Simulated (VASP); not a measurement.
The system is GaAs.

```
CELL_PARAMETERS angstrom
0.00000 2.66452 2.66452
2.66452 0.00000 2.66452
2.66452 2.66452 0.00000
ATOMIC_POSITIONS crystal
Ga 0.00000 0.00000 0.00000
As 0.50000 0.50000 0.50000
```

Base run:

```yaml
Program: VASP 6.6.1
Functional: PBEsol
Potentials_or_basis: VASP PAW PBE potentials, release 64 (Ga_d, As)
Cutoff: 520 eV
k_mesh: 6 × 6 × 6
Occupations: fermi-dirac, width 0.02 eV
Spin: no spin polarisation
```

Its results: band gap on the k mesh zero (band 9 reaches 6.14 eV, above the bottom of band 10 at 2.82 eV); pressure -1.3 GPa.

Task: The run is repeated on the same cell with these changes: k mesh from 6 × 6 × 6 to 5 × 5 × 5. What comes out?

Result: Band gap on the k mesh zero (band 9 reaches 6.01 eV, above the bottom of band 10 at 3.01 eV); pressure -0.4 GPa.

Caveats: some runs use coarse meshes; the PAW data sets were made with another functional, which shifts forces and pressure a little.
